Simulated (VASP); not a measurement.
Rh, 1 atom in the cell. It takes space group Fm-3m (No. 225, cubic). The conventional cell has a = 3.782 Å, b = 3.782 Å, c = 3.782 Å, α = 90.00°, β = 90.00°, γ = 90.00°. Rh (site symmetry m-3m) has 12 Rh at 2.67 Å within 3.5 Å. 

* Program: VASP 6.6.1
* Task: relaxation of cell and atoms
* Functional: PBEsol
* Potentials or basis: VASP PAW PBE potentials, release 64 (Rh_pv)
* Cutoff: 600 eV
* k mesh: 24 × 24 × 24
* Occupations: fermi-dirac, width 0.1 eV
* Spin: no spin polarisation
* Target pressure: 2 GPa
* Dipole correction: no
* Further INCAR settings: ALGO = Normal; EDIFF = 1e-06; IBRION = 2; EDIFFG = -0.002; NSW = 100; ISIF = 3

Potentials or basis: VASP PAW PBE potentials, release 64 (Rh_pv).

Command:

```sh
$ cat potpaw_PBE.64/Rh_pv/POTCAR > POTCAR
$ mpirun -np 1 vasp_std > vasp.out
```

Hardware: 1 thread of Intel(R) Xeon(R) Platinum 8259CL CPU @ 2.50GHz (Skylake/Cascade Lake), with other jobs on the host.

Q: Estimate the wall time of this run.

A: Wall time 120 s on 1 thread of Intel(R) Xeon(R) Platinum 8259CL CPU @ 2.50GHz (Skylake/Cascade Lake), with other jobs on the host, peak memory 0.21 GiB. Counts: scf iterations 34, k points 413, ion steps 6.
